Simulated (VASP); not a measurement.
# Au (Fm-3m) in VASP: notebook, part 2 of 2

VASP 6.6.1. The steps go on from the part before.

## 4. Single point, PBE

This run uses another cell than the first one, of 16.85 Å³/atom, 0.912 times its volume.

INCAR

```
ALGO = Normal
EDIFF = 1E-7
ENCUT = 520
GGA = PE
ISIF = 2
ISMEAR = -1
LASPH = T
LCHARG = T
LELF = T
LREAL = F
LVHAR = T
LWAVE = F
NBANDS = 12
NELM = 60
PREC = Accurate
SIGMA = 0.05
```

KPOINTS

```
k-points
0
Gamma
  6 6 6
```

POSCAR

```
Au
1.0
    0.0000000000      2.0350000000      2.0350000000
    2.0350000000      0.0000000000      2.0350000000
    2.0350000000      2.0350000000      0.0000000000
Au
1
Direct
    0.0000000000      0.0000000000      0.0000000000
```

Potentials or basis: VASP PAW PBE potentials, release 64 (Au).

Launch:

```console
$ cat potpaw_PBE.64/Au/POTCAR > POTCAR
$ mpirun -np 1 vasp_std > vasp.out
```

OUTCAR:

```text
EDIFF = 1E-7
   ENCUT = 520
   GGA = PE
   ISIF = 2
   ISMEAR = -1
   LASPH = T
   LREAL = F
   NELM = 60
   PREC = Accurate

 ion  position               nearest neighbor table
   1  0.000  0.000  0.000-

  LATTYP: Found a face centered cubic cell.
 ALAT       =     4.0700000000

  Lattice vectors:

 A1 = (   0.0000000000,   2.0350000000,   2.0350000000)
 A2 = (   2.0350000000,   0.0000000000,   2.0350000000)
 A3 = (   2.0350000000,   2.0350000000,   0.0000000000)

Analysis of symmetry for initial positions (statically):
=====================================================================
 Subroutine PRICEL returns:
 Original cell was already a primitive cell.

 Routine SETGRP: Setting up the symmetry group for a
 face centered cubic supercell.

 Subroutine GETGRP returns: Found 48 space group operations
[... 9 lines left out ...]

 Routine SETGRP: Setting up the symmetry group for a
 face centered cubic supercell.

 Subroutine GETGRP returns: Found 48 space group operations
[... 11 lines left out ...]
                                     Primitive cell

  volume of cell :      16.8548

  direct lattice vectors                    reciprocal lattice vectors
     0.000000000  2.035000000  2.035000000    -0.245700246  0.245700246  0.245700246
     2.035000000  0.000000000  2.035000000     0.245700246 -0.245700246  0.245700246
     2.035000000  2.035000000  0.000000000     0.245700246  0.245700246 -0.245700246

  length of vectors
     2.877924599  2.877924599  2.877924599     0.425565309  0.425565309  0.425565309

  position of ions in fractional coordinates (direct lattice)
     0.000000000  0.000000000  0.000000000

  ion indices of the primitive-cell ions
   primitive index   ion index
                 1           1

----------------------------------------------------------------------------------------

 KPOINTS: k-points

[... 81 lines left out ...]
  Thomas-Fermi vector in A             =   2.540990
   LORBIT       =      0    0 simple, 1 ext, 2 COOP (PROOUT), +10 PAW based schemes
   GGA     = PE    functional components
   LHFCALC =     F    Hartree Fock is set to
   AEXX    =    0.0000 exact exchange contribution
   IVDW    =     0    specifies the selected vdW correction
   LEPSILON=     F    determine dielectric tensor
   LRPA    =     F    only Hartree local field effects (RPA)
 non-spin polarized calculation
  energy-cutoff  :      520.00
  volume of cell :       16.85
 maximum number of plane-waves:       464
 NGX is ok and might be reduce to    24
   NGX = 11   NGY = 11   NGZ = 11

 number of electron      10.9999999 magnetization

 Free energy of the ion-electron system (eV)
  ---------------------------------------------------
  ext. energy  EPLUGINS =         0.00000000
  ---------------------------------------------------
  free energy    TOTEN  =        -3.11653167 eV

  energy without entropy =       -3.10880429  energy(sigma->0) =       -3.11266798

 E-fermi :   9.6047     XC(G=0): -12.7819

 val. band max:        9.5778343500   @ k =   0.5000   0.3333   0.1667
 cond. band min:      10.3313944515   @ k =   0.5000   0.1667   0.0000
 fundamental gap:      0.7535601014
 Fermi energy:         9.6046764807

 k-point     1 :       0.0000    0.0000    0.0000
  band No.  band energies     occupation
      1      -0.3125      2.00000
      2       4.9127      2.00000
      3       4.9127      2.00000
      4       4.9127      2.00000
      5       6.4586      2.00000
      6       6.4586      2.00000
      7      24.1668      0.00000
      8      28.2317      0.00000
      9      28.2317      0.00000
     10      28.2317      0.00000
     11      33.1689      0.00000
     12      37.9372      0.00000
[... 211 lines left out ...]
 k-point    16 :      -0.3333    0.5000    0.1667
  band No.  band energies     occupation
      1       3.2446      2.00000
      2       3.5417      2.00000
      3       5.6404      2.00000
      4       6.7315      2.00000
      5       8.0132      2.00000
      6      13.8744      0.00000
      7      14.6736      0.00000
      8      17.9017      0.00000
      9      19.2582      0.00000
     10      30.7836      0.00000
     11      31.3741      0.00000
     12      34.5975      0.00000

------------------------ aborting loop because EDIFF is reached ----------------------------------------

  FORCE on cell =-STRESS in cart. coord.  units (eV):
  Direction    XX          YY          ZZ          XY          YZ          ZX
  --------------------------------------------------------------------------------------
  -------------------------------------------------------------------------------------
  Total        1.2491228      1.2491228      1.2491228      0.0000000     -0.0000000      0.0000000
  in kB      118.7387561    118.7387561    118.7387561      0.0000000     -0.0000000      0.0000000
  external PRESSURE =     118.7387561 kB  Pullay stress =       0.0000000 kB

 VOLUME and BASIS-vectors are now :
 -----------------------------------------------------------------------------
  energy-cutoff  :      520.00
  volume of cell :       16.85
      direct lattice vectors                 reciprocal lattice vectors
     0.000000000  2.035000000  2.035000000    -0.245700246  0.245700246  0.245700246
     2.035000000  0.000000000  2.035000000     0.245700246 -0.245700246  0.245700246
     2.035000000  2.035000000  0.000000000     0.245700246  0.245700246 -0.245700246

 POSITION                                       TOTAL-FORCE (eV/Angst)
 -----------------------------------------------------------------------------------
      0.00000      0.00000      0.00000         0.000000      0.000000      0.000000
 -----------------------------------------------------------------------------------
    total drift:                               -0.000000      0.000000     -0.000000

  FREE ENERGIE OF THE ION-ELECTRON SYSTEM (eV)
  ---------------------------------------------------
  free  energy   TOTEN  =        -3.1165316696 eV

  energy  without entropy=       -3.1088042938  energy(sigma->0) =       -3.11266798
```

OSZICAR:

```text
N       E                     dE             d eps       ncg     rms          rms(c)
DAV:   1     0.513143281710E+02    0.51314E+02   -0.58111E+03   392   0.833E+02
DAV:   2    -0.274353580301E+01   -0.54058E+02   -0.52301E+02   448   0.193E+02
DAV:   3    -0.337563189302E+01   -0.63210E+00   -0.63167E+00   456   0.203E+01
DAV:   4    -0.337775455975E+01   -0.21227E-02   -0.21226E-02   476   0.134E+00
DAV:   5    -0.337777000399E+01   -0.15444E-04   -0.15445E-04   452   0.108E-01    0.998E+00
DAV:   6    -0.313952674322E+01    0.23824E+00   -0.60410E-01   420   0.634E+00    0.626E+00
DAV:   7    -0.311880308376E+01    0.20724E-01   -0.75164E-02   448   0.224E+00    0.277E+00
DAV:   8    -0.311654124401E+01    0.22618E-02   -0.23430E-03   428   0.417E-01    0.270E-01
DAV:   9    -0.311652646313E+01    0.14781E-04   -0.12163E-05   452   0.312E-02    0.153E-02
DAV:  10    -0.311653166846E+01   -0.52053E-05   -0.24305E-06   440   0.146E-02    0.752E-04
DAV:  11    -0.311653166956E+01   -0.11008E-08   -0.59773E-08   388   0.184E-03
   1 F= -.31165317E+01 E0= -.31126680E+01  d E =-.772738E-02
```

It took 5.1 s on 1 thread of Intel Xeon Platinum 8488C (Sapphire Rapids), shared host; peak memory 0.14 GiB.

Results:

| Quantity | Value |
| --- | --- |
| Free energy | -3.1165 eV |
| Pressure | 11.9 GPa |

Caveat: the k points lie up to 0.45 Å⁻¹ apart; spin-orbit coupling is left out, which moves the levels of the heavy elements.

## 5. Single point, PBEsol

This run uses another cell than the first one, of 16.85 Å³/atom, 0.912 times its volume.

INCAR

```
PREC = Accurate ; ENCUT = 520
EDIFF = 1E-6 ; ISMEAR = -1
SIGMA = 0.05 ; LREAL = F
LASPH = T ; NELM = 80
ALGO = Normal ; ISIF = 2
LWAVE = F ; LCHARG = F
GGA = PS ; NBANDS = 12
```

KPOINTS

```
Automatic mesh
0
Gamma
  6 6 6
```

POSCAR is that of step 4.

Launch:

```console
$ cat potpaw_PBE.64/Au/POTCAR > POTCAR
$ mpirun -np 1 vasp_std > vasp.out
```

Wall time 4.4 s (1 thread of Intel Xeon Platinum 8488C (Sapphire Rapids), shared host); peak memory 0.14 GiB.

Results (log left out):

```yaml
Free_energy: -3.8527 eV
Pressure: 2.8 GPa
```

Levels at points of the mesh, in eV from the Fermi level:
| k point | band 3 | band 4 | band 5 | band 6 | band 7 | band 8 | band 9 | band 10 |
| --- | --- | --- | --- | --- | --- | --- | --- | --- |
| (0.00, 0.00, 0.00) | -4.67 | -4.67 | -3.11 | -3.11 | 14.54 | 18.60 | 18.60 | 18.60 |
| (0.50, 0.00, 0.00) | -4.71 | -1.89 | -1.89 | -1.02 | 3.18 | 13.99 | 17.23 | 17.23 |
| (0.50, 0.50, 0.00) | -1.93 | -1.56 | -1.56 | 0.98 | 5.90 | 10.04 | 10.04 | 17.35 |

Caveat: the k points lie up to 0.45 Å⁻¹ apart; the PAW data sets were made with another functional, which shifts forces and pressure a little; spin-orbit coupling is left out, which moves the levels of the heavy elements.

## 6. The runs side by side

| level | potentials or basis | cell | k mesh | gap on the mesh (eV) | pressure (GPa) |
| --- | --- | --- | --- | --- | --- |
| RPBE | VASP PAW PBE potentials, release 64 (Au) | a = 2.968 Å, angles 60.0°, 1 atom | 11 × 11 × 11 | none | -0.2 |
| LDA | VASP PAW LDA potentials, release 64 (Au) | a = 2.878 Å, angles 60.0°, 1 atom | 6 × 6 × 6 | none | -1.2 |
| PBE | VASP PAW PBE potentials, release 64 (Au) | a = 2.878 Å, angles 60.0°, 1 atom | 6 × 6 × 6 | none | 11.9 |
| PBEsol | VASP PAW PBE potentials, release 64 (Au) | a = 2.878 Å, angles 60.0°, 1 atom | 6 × 6 × 6 | none | 2.8 |

Alike in all rows: task single point; no spin polarisation; cutoff (eV) 520; smearing fermi-dirac 0.05 eV.

Caveats: some runs use coarse meshes; spin-orbit coupling is left out, which moves the levels of the heavy elements; the PAW data sets were made with another functional, which shifts forces and pressure a little (some runs).

Absolute energies hang on the potentials; compare differences alone.
